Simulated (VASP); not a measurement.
## Re: single point with PBEsol

Re:

```
Re
1.0
     4.34041    0.00000    0.00000
    -2.17020    3.75890    0.00000
     0.00000    0.00000    2.71795
Re
3
Direct
  0.00000 0.00000 0.00000
  0.33333 0.66667 0.50000
  0.66667 0.33333 0.50000
```

This isn't the form of Re at room conditions, which is hcp.

- Program: VASP 6.6.1
- Task: single point
- Functional: PBEsol
- Potentials or basis: VASP PAW PBE potentials, release 64 (Re)
- Cutoff: 520 eV
- k mesh: 12 × 12 × 16
- Occupations: gaussian, width 0.1 eV
- Spin: no spin polarisation
- Dipole correction: no
- Further INCAR settings: ALGO = Fast; EDIFF = 1e-07; NBANDS = 18

* Pressure: -0.3 GPa
* Band gap on the k mesh: zero (an odd number of electrons rules out a gap without spin polarisation)

Stress tensor (GPa, compression positive):
```
-0.51  0.00  0.00
 0.00 -0.51  0.00
 0.00  0.00  0.23
```

Levels at points of the mesh, in eV from the Fermi level:
| k point | band 7 | band 8 | band 9 | band 10 | band 11 | band 12 | band 13 | band 14 |
| --- | --- | --- | --- | --- | --- | --- | --- | --- |
| (0.00, 0.00, 0.00) | -2.83 | -1.91 | -0.79 | -0.79 | 0.06 | 0.06 | 0.12 | 0.12 |
| (0.50, 0.00, 0.00) | -2.47 | -1.80 | -1.47 | 0.35 | 0.38 | 1.04 | 2.13 | 3.13 |
| (0.00, 0.00, 0.50) | -0.96 | -0.96 | -0.75 | -0.75 | 2.93 | 2.93 | 3.93 | 3.93 |
| (0.50, 0.00, 0.50) | -2.26 | -1.13 | -0.83 | -0.39 | 0.87 | 2.17 | 3.33 | 3.58 |

Run time: 3.9 min on 1 thread of Intel Xeon 8259CL, on a shared host, peak memory 0.24 GiB.

Caveat: the PAW data sets were made with another functional, which shifts forces and pressure a little; spin-orbit coupling is left out, which moves the levels of the heavy elements.
